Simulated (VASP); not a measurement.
# Al5GaP6 in VASP: notebook

The runs below take Al5GaP6 through single point, with PBE.

Program: VASP 6.6.1. These are calculated values, not measurements. Logs are shortened: lines on timing, memory, paths and dates and some standing lists are left out, and cuts for length are marked.

## (1) The cell of the first run

The structure is tetragonal, space group P-4m2 (No. 115). Conventional cell: a = 3.894 Å, b = 3.894 Å, c = 16.518 Å, α = 90.00°, β = 90.00°, γ = 90.00°. Within 3.1 Å of Al (site symmetry 2mm) lie 4 P at 2.38 Å. Al (site symmetry 2mm) has 4 P at 2.38 Å within 3.2 Å. Al (site symmetry -4m2) has 4 P at 2.38 Å within 3.2 Å. Ga (site symmetry -4m2) has 4 P at 2.39 Å within 3.2 Å. P (site symmetry 2mm) has 4 Al at 2.38 Å within 3.1 Å. Within 3.2 Å of P (site symmetry 2mm) lie 4 Al at 2.38 Å. P (site symmetry 2mm) has 2 Al at 2.38 Å and 2 Ga at 2.39 Å within 3.1 Å.

## (2) Single point, PBE

Contents of INCAR:

```
ALGO = Normal
EDIFF = 1E-7
ENCUT = 520
GGA = PE
ISIF = 2
ISMEAR = 0
LASPH = True
LCHARG = False
LREAL = False
LWAVE = False
NBANDS = 41
NELM = 80
PREC = Accurate
SIGMA = 0.1
```

Contents of KPOINTS:

```
k-points
0
Gamma
  4 4 1
```

Contents of POSCAR:

```
Al5GaP6
1.0
    3.8944831000      0.0000000000      0.0000000000
    0.0000000000      3.8944831000      0.0000000000
    0.0000000000      0.0000000000     16.5181986000
Al Ga P
5 1 6
Direct
    0.5000000000      0.5000000000      0.8333510000
    0.0000000000      0.0000000000      0.6666940000
    0.5000000000      0.5000000000      0.5000000000
    0.0000000000      0.0000000000      0.3333060000
    0.5000000000      0.5000000000      0.1666490000
    0.0000000000      0.0000000000      0.0000000000
    0.5000000000      0.0000000000      0.7500440000
    0.0000000000      0.5000000000      0.5833440000
    0.5000000000      0.0000000000      0.4166560000
    0.0000000000      0.5000000000      0.2499560000
    0.5000000000      0.0000000000      0.0836920000
    0.0000000000      0.5000000000      0.9163080000
```

Potentials or basis: VASP PAW PBE potentials, release 64 (Al, Ga_d, P).

Run with:

```bash
cat potpaw_PBE.64/Al/POTCAR potpaw_PBE.64/Ga_d/POTCAR potpaw_PBE.64/P/POTCAR > POTCAR
mpirun -np 1 vasp_std > vasp.out
```

OUTCAR:

```text
EDIFF = 1E-7
   ENCUT = 520
   GGA = PE
   ISIF = 2
   ISMEAR = 0
   LASPH = True
   LREAL = False
   NELM = 80
   PREC = Accurate

 ion  position               nearest neighbor table
   1  0.500  0.500  0.833-  12 2.38  12 2.38   7 2.38   7 2.38
   2  0.000  0.000  0.667-   7 2.38   8 2.38   8 2.38   7 2.38
   3  0.500  0.500  0.500-   8 2.38   9 2.38   9 2.38   8 2.38
   4  0.000  0.000  0.333-   9 2.38  10 2.38  10 2.38   9 2.38
   5  0.500  0.500  0.167-  11 2.38  11 2.38  10 2.38  10 2.38
   6  0.000  0.000  0.000-  11 2.39  12 2.39  12 2.39  11 2.39
   7  0.500  0.000  0.750-   1 2.38   1 2.38   2 2.38   2 2.38
   8  0.000  0.500  0.583-   3 2.38   3 2.38   2 2.38   2 2.38
   9  0.500  0.000  0.417-   3 2.38   3 2.38   4 2.38   4 2.38
  10  0.000  0.500  0.250-   5 2.38   5 2.38   4 2.38   4 2.38
  11  0.500  0.000  0.084-   5 2.38   5 2.38   6 2.39   6 2.39
  12  0.000  0.500  0.916-   1 2.38   1 2.38   6 2.39   6 2.39

  LATTYP: Found a simple tetragonal cell.
 ALAT       =     3.8944831000
 C/A-ratio  =     4.2414354295

  Lattice vectors:

 A1 = (   3.8944831000,   0.0000000000,   0.0000000000)
 A2 = (   0.0000000000,   3.8944831000,   0.0000000000)
 A3 = (   0.0000000000,   0.0000000000,  16.5181986000)

Analysis of symmetry for initial positions (statically):
=====================================================================
 Subroutine PRICEL returns:
 Original cell was already a primitive cell.

 Routine SETGRP: Setting up the symmetry group for a
 simple tetragonal supercell.

 Subroutine GETGRP returns: Found  8 space group operations
 (whereof  8 operations were pure point group operations)
 out of a pool of 16 trial point group operations.

The static configuration has the point symmetry D_2d.

Analysis of symmetry for dynamics (positions and initial velocities):
=====================================================================
 Subroutine PRICEL returns:
 Original cell was already a primitive cell.

 Routine SETGRP: Setting up the symmetry group for a
 simple tetragonal supercell.

 Subroutine GETGRP returns: Found  8 space group operations
 (whereof  8 operations were pure point group operations)
 out of a pool of 16 trial point group operations.

The dynamic configuration has the point symmetry D_2d.

 Subroutine INISYM returns: Found  8 space group operations
 (whereof  8 operations are pure point group operations),
 and found     1 'primitive' translations

----------------------------------------------------------------------------------------

                                     Primitive cell

  volume of cell :     250.5315

  direct lattice vectors                    reciprocal lattice vectors
     3.894483100  0.000000000  0.000000000     0.256773486  0.000000000  0.000000000
     0.000000000  3.894483100  0.000000000     0.000000000  0.256773486  0.000000000
     0.000000000  0.000000000 16.518198600     0.000000000  0.000000000  0.060539289

  length of vectors
     3.894483100  3.894483100 16.518198600     0.256773486  0.256773486  0.060539289

  position of ions in fractional coordinates (direct lattice)
     0.500000000  0.500000000  0.833351000
     0.000000000  0.000000000  0.666694000
     0.500000000  0.500000000  0.500000000
     0.000000000  0.000000000  0.333306000
     0.500000000  0.500000000  0.166649000
     0.000000000  0.000000000  0.000000000
     0.500000000  0.000000000  0.750044000
     0.000000000  0.500000000  0.583344000
     0.500000000  0.000000000  0.416656000
     0.000000000  0.500000000  0.249956000
     0.500000000  0.000000000  0.083692000
     0.000000000  0.500000000  0.916308000

  ion indices of the primitive-cell ions
   primitive index   ion index
                 1           1
                 2           2
                 3           3
                 4           4
                 5           5
                 6           6
                 7           7
                 8           8
                 9           9
                10          10
                11          11
                12          12

----------------------------------------------------------------------------------------

 KPOINTS: k-points

Automatic generation of k-mesh.
 Grid dimensions read from file:
 generate k-points for:    4    4    1

 Generating k-lattice:

  Cartesian coordinates                     Fractional coordinates (reciprocal lattice)
     0.064193371  0.000000000  0.000000000     0.250000000  0.000000000  0.000000000
     0.000000000  0.064193371  0.000000000     0.000000000  0.250000000  0.000000000
     0.000000000  0.000000000  0.060539289     0.000000000  0.000000000  1.000000000

  Length of vectors
     0.064193371  0.064193371  0.060539289

  Shift w.r.t. Gamma in fractional coordinates (k-lattice)
     0.000000000  0.000000000  0.000000000

 Subroutine IBZKPT returns following result:
 ===========================================

 Found      6 irreducible k-points:

[... 57 lines left out ...]
 non-spin polarized calculation
 Gauss-broadening in eV      SIGMA  =   0.10
  energy-cutoff  :      520.00
  volume of cell :      250.53
 maximum number of plane-waves:      6758
 NGX is ok and might be reduce to    30
   NGX = 15   NGY = 15   NGZ = 61

 number of electron      58.0000002 magnetization

 Free energy of the ion-electron system (eV)
  ---------------------------------------------------
  ext. energy  EPLUGINS =         0.00000000
  ---------------------------------------------------
  free energy    TOTEN  =       -60.80132587 eV

  energy without entropy =      -60.80132587  energy(sigma->0) =      -60.80132587

 E-fermi :   4.8667     XC(G=0):  -9.2007

 val. band max:        4.3702969391   @ k =   0.0000   0.0000   0.0000
 cond. band min:       5.9809216098   @ k =   0.5000   0.5000   0.0000
 fundamental gap:      1.6106246707
 Fermi energy:         4.8667284666

 k-point     1 :       0.0000    0.0000    0.0000
  band No.  band energies     occupation
      1      -9.8477      2.00000
      2      -9.7702      2.00000
      3      -9.7702      2.00000
      4      -9.7261      2.00000
      5      -9.6950      2.00000
      6      -7.1854      2.00000
[... 33 lines left out ...]
     40       8.7658      0.00000
     41       8.7989      0.00000

 k-point     2 :       0.2500    0.0000    0.0000
  band No.  band energies     occupation
      1      -9.8356      2.00000
      2      -9.7894      2.00000
      3      -9.7692      2.00000
      4      -9.7187      2.00000
      5      -9.7008      2.00000
      6      -6.7300      2.00000
[... 33 lines left out ...]
     40       9.3689      0.00000
     41       9.5236      0.00000

 k-point     3 :       0.5000    0.0000    0.0000
  band No.  band energies     occupation
      1      -9.8313      2.00000
      2      -9.8011      2.00000
      3      -9.7682      2.00000
      4      -9.7104      2.00000
      5      -9.7066      2.00000
      6      -5.7081      2.00000
[... 33 lines left out ...]
     40       9.2719      0.00000
     41       9.2983      0.00000

 k-point     4 :       0.2500    0.2500    0.0000
  band No.  band energies     occupation
      1      -9.8272      2.00000
      2      -9.7993      2.00000
      3      -9.7656      2.00000
      4      -9.7143      2.00000
      5      -9.7077      2.00000
      6      -6.2905      2.00000
[... 33 lines left out ...]
     40       9.7827      0.00000
     41       9.9771      0.00000

 k-point     5 :       0.5000    0.2500    0.0000
  band No.  band energies     occupation
      1      -9.8274      2.00000
      2      -9.8086      2.00000
      3      -9.7557      2.00000
      4      -9.7146      2.00000
      5      -9.7078      2.00000
      6      -5.3118      2.00000
[... 33 lines left out ...]
     40       9.8567      0.00000
     41       9.9282      0.00000

 k-point     6 :       0.5000    0.5000    0.0000
  band No.  band energies     occupation
      1      -9.8236      2.00000
      2      -9.8236      2.00000
      3      -9.7366      2.00000
      4      -9.7226      2.00000
      5      -9.7043      2.00000
      6      -4.8211      2.00000
[... 33 lines left out ...]
     40       8.5539      0.00000
     41       8.7458      0.00000

------------------------ aborting loop because EDIFF is reached ----------------------------------------

  FORCE on cell =-STRESS in cart. coord.  units (eV):
  Direction    XX          YY          ZZ          XY          YZ          ZX
  --------------------------------------------------------------------------------------
  -------------------------------------------------------------------------------------
  Total        0.5107094      0.5107094     -0.7157967      0.0000000      0.0000000     -0.0000000
  in kB        3.2660447      3.2660447     -4.5776011      0.0000000      0.0000000     -0.0000000
  external PRESSURE =       0.6514961 kB  Pullay stress =       0.0000000 kB

 VOLUME and BASIS-vectors are now :
 -----------------------------------------------------------------------------
  energy-cutoff  :      520.00
  volume of cell :      250.53
      direct lattice vectors                 reciprocal lattice vectors
     3.894483100  0.000000000  0.000000000     0.256773486  0.000000000  0.000000000
     0.000000000  3.894483100  0.000000000     0.000000000  0.256773486  0.000000000
     0.000000000  0.000000000 16.518198600     0.000000000  0.000000000  0.060539289

 POSITION                                       TOTAL-FORCE (eV/Angst)
 -----------------------------------------------------------------------------------
      1.94724      1.94724     13.76546         0.000000     -0.000000      0.005143
      0.00000      0.00000     11.01258        -0.000000     -0.000000      0.001914
      1.94724      1.94724      8.25910         0.000000      0.000000      0.000000
      0.00000      0.00000      5.50561         0.000000     -0.000000     -0.001914
      1.94724      1.94724      2.75274         0.000000      0.000000     -0.005143
      0.00000      0.00000      0.00000         0.000000     -0.000000      0.000000
      1.94724      0.00000     12.38938         0.000000     -0.000000      0.001708
      0.00000      1.94724      9.63579         0.000000     -0.000000     -0.001277
      1.94724      0.00000      6.88241         0.000000      0.000000      0.001277
      0.00000      1.94724      4.12882         0.000000      0.000000     -0.001708
      1.94724      0.00000      1.38244         0.000000      0.000000      0.022663
      0.00000      1.94724     15.13576        -0.000000      0.000000     -0.022663
 -----------------------------------------------------------------------------------
    total drift:                                0.000000     -0.000000      0.000000

  FREE ENERGIE OF THE ION-ELECTRON SYSTEM (eV)
  ---------------------------------------------------
  free  energy   TOTEN  =       -60.8013258729 eV

  energy  without entropy=      -60.8013258729  energy(sigma->0) =      -60.80132587
```

Wall time 73 s (1 thread of AMD EPYC 7R43 (Zen 3), shared host); peak memory 0.3 GiB.

What came out:

```yaml
Free_energy: -60.8013 eV
Pressure: 0.1 GPa
Largest_force: 0.023 eV/Å
Band_gap_on_the_k_mesh: 1.61 eV, indirect (the least direct gap lies 1.6 meV higher)
```

Forces on the atoms (eV/Å):
```
Al   0.000  0.000  0.005
Al   0.000  0.000  0.002
Al   0.000  0.000  0.000
Al   0.000  0.000 -0.002
Al   0.000  0.000 -0.005
Ga   0.000  0.000  0.000
P    0.000  0.000  0.002
P    0.000  0.000 -0.001
P    0.000  0.000  0.001
P    0.000  0.000 -0.002
P    0.000  0.000  0.023
P    0.000  0.000 -0.023
```

Levels at points of the mesh, in eV from the valence-band top:
```tsv
k point	band 25	band 26	band 27	band 28	band 29	band 30	band 31	band 32	band 33	band 34
(0.00, 0.00, 0.00)	-0.73	-0.73	-0.02	0.00	0.00	1.61	2.00	2.26	2.32	2.78
(0.50, 0.00, 0.00)	-0.91	-0.86	-0.86	-0.84	-0.75	2.55	3.06	3.07	3.16	3.63
(0.50, 0.50, 0.00)	-2.68	-2.16	-2.15	-2.15	-2.15	1.61	1.61	2.15	2.50	3.23
```

## (3) Single point, PBE

Contents of INCAR:

```
SYSTEM = Al5GaP6
PREC     = Accurate       ! precision mode
ENCUT    = 520            ! plane-wave cutoff, eV
EDIFF    = 1E-7           ! SCF threshold, eV
ISMEAR   = 0              ! smearing method
SIGMA    = 0.1            ! smearing width, eV
LREAL    = .False.        ! projectors in reciprocal space
LASPH    = .True.         ! aspherical terms in the spheres
NELM     = 80             ! most SCF steps
ALGO     = Normal         ! electronic algorithm
ISIF     = 2              ! what is computed and relaxed
LWAVE    = .False.        ! write WAVECAR
LCHARG   = .False.        ! write CHGCAR
GGA      = PE             ! functional
NBANDS   = 41             ! bands
```

Contents of KPOINTS:

```
regular mesh
0
Gamma
  4 4 1
  0 0 0
```

POSCAR is that of step 2.

Potentials or basis: VASP PAW PBE potentials, release 64 (Al, Ga_d, P).

Run with:

```bash
cat potpaw_PBE.64/Al/POTCAR potpaw_PBE.64/Ga_d/POTCAR potpaw_PBE.64/P/POTCAR > POTCAR
mpirun -np 1 vasp_std > vasp.out
```

Wall time 67 s (1 thread of AMD EPYC 7R43 (Zen 3), shared host); peak memory 0.3 GiB.

Results (log left out):

```yaml
Free_energy: -60.8013 eV
Pressure: 0.1 GPa
Largest_force: 0.023 eV/Å
Band_gap_on_the_k_mesh: 1.61 eV, indirect (the least direct gap lies 1.6 meV higher)
```

Forces in eV/Å, atoms in the order of the input:
```
Al   0.000  0.000  0.005
Al   0.000  0.000  0.002
Al   0.000  0.000  0.000
Al   0.000  0.000 -0.002
Al   0.000  0.000 -0.005
Ga   0.000  0.000  0.000
P    0.000  0.000  0.002
P    0.000  0.000 -0.001
P    0.000  0.000  0.001
P    0.000  0.000 -0.002
P    0.000  0.000  0.023
P    0.000  0.000 -0.023
```

Stress tensor (GPa, compression positive):
```
 0.33  0.00  0.00
 0.00  0.33  0.00
 0.00  0.00 -0.46
```

Levels at points of the mesh, in eV from the valence-band top:
```tsv
k point	band 27	band 28	band 29	band 30	band 31	band 32
(0.00, 0.00, 0.00)	-0.02	0.00	0.00	1.61	2.00	2.26
(0.50, 0.00, 0.00)	-0.86	-0.84	-0.75	2.55	3.06	3.07
(0.50, 0.50, 0.00)	-2.15	-2.15	-2.15	1.61	1.61	2.15
```

A k mesh can miss the band edges. PBE gaps usually lie below the measured ones, often by a third to a half.

## (4) Single point, PBE

Contents of INCAR:

```
PREC = Accurate ; ENCUT = 520
EDIFF = 1E-7 ; ISMEAR = 0
SIGMA = 0.1 ; LREAL = F
LASPH = T ; NELM = 100
ALGO = Normal ; ISIF = 2
LWAVE = F ; LCHARG = T
GGA = PE ; LELF = T
LVHAR = T ; NBANDS = 41
```

Contents of KPOINTS:

```
Automatic mesh
0
Gamma
  4 4 1
```

Contents of POSCAR:

```
Al5GaP6
1.0
    3.9110175329     -0.0002147710     -0.0003006849
   -0.0002179892      3.9122446715     -0.0005443055
   -0.0021859861     -0.0011316660     16.3992240546
Al Ga P
5 1 6
Direct
    0.5001121588      0.5002417129      0.8333166783
    0.0000874516      0.0001834736      0.6667316741
    0.4999108011      0.4999543964      0.4999840238
   -0.0001590928     -0.0002561319      0.3332460828
    0.4999283904      0.4998413431      0.1666752288
   -0.0000085814      0.0001754585     -0.0000015481
    0.5001463959      0.0001908771      0.7500617994
   -0.0000177670      0.5000996018      0.5833620935
    0.4998905240     -0.0001309665      0.4166359108
   -0.0000403166      0.4997067132      0.2499531165
    0.5000079328     -0.0001543684      0.0838428655
    0.0001421031      0.5001478901      0.9161920745
```

Run with:

```bash
cat potpaw_PBE.64/Al/POTCAR potpaw_PBE.64/Ga_d/POTCAR potpaw_PBE.64/P/POTCAR > POTCAR
mpirun -np 1 vasp_std > vasp.out
```

Wall time 1.9 min (1 thread of AMD EPYC 7R43 (Zen 3), shared host); peak memory 0.32 GiB.

It converged, with:

- Free energy: -60.8063 eV
- Pressure: -0.1 GPa
- Largest force: 0.008 eV/Å
- Band gap on the k mesh: 1.56 eV, direct

Forces on the atoms (eV/Å):
```
Al   0.000 -0.001  0.000
Al   0.000 -0.001 -0.007
Al   0.000  0.000  0.000
Al   0.000  0.001  0.006
Al   0.000  0.000  0.000
Ga   0.000 -0.001  0.001
P   -0.001 -0.001  0.002
P    0.000  0.000  0.000
P    0.001  0.001  0.001
P    0.000  0.001 -0.002
P    0.000  0.001  0.006
P   -0.001  0.000 -0.008
```

Levels at points of the mesh, in eV from the valence-band top:
| k point | band 27 | band 28 | band 29 | band 30 | band 31 | band 32 |
| --- | --- | --- | --- | --- | --- | --- |
| (0.00, 0.00, 0.00) | -0.04 | -0.03 | 0.00 | 1.56 | 1.94 | 2.20 |
| (0.50, 0.00, 0.00) | -0.92 | -0.90 | -0.81 | 2.51 | 3.02 | 3.02 |
| (0.00, 0.50, 0.00) | -0.92 | -0.90 | -0.80 | 2.52 | 3.02 | 3.03 |
| (0.50, 0.50, 0.00) | -2.14 | -2.14 | -2.13 | 1.62 | 1.62 | 2.17 |

A k mesh can miss the band edges. Expect the measured gap to be larger: semilocal functionals such as PBE lack the derivative discontinuity.

## (5) Single point, PBE

Contents of INCAR:

```
PREC = Accurate
ENCUT = 520
EDIFF = 1E-6
ISMEAR = 0
SIGMA = 0.02
LREAL = False
LASPH = True
NELM = 60
ALGO = Normal
ISIF = 2
LWAVE = False
LCHARG = True
GGA = PE
LELF = True
LVHAR = True
NBANDS = 41
```

Contents of KPOINTS:

```
regular mesh
0
Gamma
  8 8 2
```

Contents of POSCAR:

```
Al5GaP6
1.0
    3.8944831000      0.0000000000      0.0000000000
    0.0000000000      3.8944831000      0.0000000000
    0.0000000000      0.0000000000     16.5181986000
Al Ga P
5 1 6
Direct
    0.5000000000      0.5000000000      0.8333510000
    0.0000000000      0.0000000000      0.6666940000
    0.5000000000      0.5000000000      0.5000000000
    0.0000000000      0.0000000000      0.3333060000
    0.5000000000      0.5000000000      0.1666490000
    0.0000000000      0.0000000000      0.0000000000
    0.5000000000      0.0000000000      0.7500440000
    0.0000000000      0.5000000000      0.5833440000
    0.5000000000      0.0000000000      0.4166560000
    0.0000000000      0.5000000000      0.2499560000
    0.5000000000      0.0000000000      0.0836920000
    0.0000000000      0.5000000000      0.9163080000
```

Run with:

```bash
cat potpaw_PBE.64/Al/POTCAR potpaw_PBE.64/Ga_d/POTCAR potpaw_PBE.64/P/POTCAR > POTCAR
mpirun -np 1 vasp_std > vasp.out
```

Wall time 2.7 min (1 thread of Intel Xeon 6975P-C (Granite Rapids), shared host); peak memory 0.46 GiB.

It converged, with:

- Free energy: -61.0015 eV
- Pressure: -0.1 GPa
- Largest force: 0.005 eV/Å
- Band gap on the k mesh: 1.62 eV, indirect (the least direct gap lies 2.4 meV higher)

Forces on the atoms (eV/Å):
```
Al   0.000  0.000  0.000
Al   0.000  0.000  0.000
Al   0.000  0.000  0.000
Al   0.000  0.000  0.000
Al   0.000  0.000  0.000
Ga   0.000  0.000  0.000
P    0.000  0.000  0.000
P    0.000  0.000  0.000
P    0.000  0.000  0.000
P    0.000  0.000  0.000
P    0.000  0.000  0.005
P    0.000  0.000 -0.005
```

Levels at points of the mesh, in eV from the valence-band top:
| k point | band 27 | band 28 | band 29 | band 30 | band 31 | band 32 |
| --- | --- | --- | --- | --- | --- | --- |
| (0.00, 0.00, 0.00) | -0.02 | 0.00 | 0.00 | 1.62 | 2.01 | 2.27 |
| (0.50, 0.00, 0.00) | -0.86 | -0.84 | -0.75 | 2.55 | 3.07 | 3.07 |
| (0.50, 0.50, 0.00) | -2.15 | -2.15 | -2.14 | 1.62 | 1.62 | 2.16 |
| (0.00, 0.00, 0.50) | -0.32 | -0.17 | -0.17 | 1.67 | 1.87 | 2.37 |
| (0.50, 0.00, 0.50) | -0.83 | -0.80 | -0.74 | 2.27 | 2.68 | 3.43 |
| (0.50, 0.50, 0.50) | -2.37 | -2.34 | -2.34 | 2.04 | 2.04 | 2.22 |

## (6) Overview

```csv
cell,k mesh,smearing,gap on the mesh (eV),pressure (GPa),largest force (eV/Å)
"a = 3.894, b = 3.894, c = 16.518 Å, 12 atoms",4 × 4 × 1,gaussian 0.1 eV,1.61,0.1,0.02
"a = 3.911, b = 3.912, c = 16.399 Å, 12 atoms",4 × 4 × 1,gaussian 0.1 eV,1.56,-0.1,0.01
"a = 3.894, b = 3.894, c = 16.518 Å, 12 atoms",8 × 8 × 2,gaussian 0.02 eV,1.62,-0.1,0.01
```

Alike in all rows: task single point; level PBE; potentials or basis VASP PAW PBE potentials, release 64 (Al, Ga_d, P); no spin polarisation; cutoff (eV) 520.

Absolute energies hang on the potentials; compare differences alone.
